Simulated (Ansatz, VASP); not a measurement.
CsBe2 in VASP and in Ansatz

File INCAR:

```
  ALGO = Normal
  EDIFF = 1E-7
  EDIFFG = -0.01
  ENCUT = 600
  GGA = PE
  IBRION = 2
  ISIF = 3
  ISMEAR = 0
  LASPH = T
  LCHARG = F
  LREAL = F
  LWAVE = F
  NELM = 80
  NSW = 100
  PREC = Accurate
  SIGMA = 0.1
```

KPOINTS

```
k-points
0
Gamma
  10 10 10
```

The input POSCAR:

```
CsBe2
1.0
    0.0000000000      4.0856234342      4.0856234342
    4.0856234342      0.0000000000      4.0856234342
    4.0856234342      4.0856234342      0.0000000000
Cs Be
1 2
Direct
    0.0000000000      0.0000000000      0.0000000000
    0.2500000000      0.2500000000      0.2500000000
    0.7500000000      0.7500000000      0.7500000000
```

Input for Ansatz:

```yaml
crystal:
  lattice:
    - [0.0, 4.0856234342, 4.0856234342]
    - [4.0856234342, 0.0, 4.0856234342]
    - [4.0856234342, 4.0856234342, 0.0]
  atoms:
    - { symbol: Cs, position: [0.0, 0.0, 0.0] }
    - { symbol: Be, position: [0.25, 0.25, 0.25] }
    - { symbol: Be, position: [0.75, 0.75, 0.75] }
basis:
  ecutwfc: 420
kpoints:
  mp_grid: { grid: [10, 10, 10] }
hamiltonian:
  xc: pbe
scf:
  occupations: { method: gaussian, width: 0.1 }
output:
  forces: true
  stress: true
  eigenvalues: true
relax:
  adjacent_minimum: "off"
  f_tol: 0.01
  max_steps: 80
  cell: { stress_tol: 0.05 }
```

Alike in both runs: task relaxation of cell and atoms; functional PBE; k mesh 10 × 10 × 10; occupations gaussian, width 0.1 eV; no spin polarisation.

```csv
,VASP,Ansatz
version,VASP 6.6.1,Ansatz 0.2.0
potentials or method,"VASP PAW PBE potentials, release 64 (Cs_sv, Be), cutoff 600 eV","scalar-relativistic, plane waves, PAW"
valence electrons in the cell,13,13
```

```tsv
	VASP	Ansatz	Ansatz less VASP
gap on the k mesh at the Fermi level, each at its own relaxed structure (eV)	none	none	-
relaxed volume (Å³/atom)	46.21	46.25	+0.038
relaxed length of the cell vector where the two differ most in proportion (Å)	5.809	5.811	+0.0016
```

A gap of «none» marks a metal or a gap that the smearing closes.

Spin-orbit coupling is off throughout.
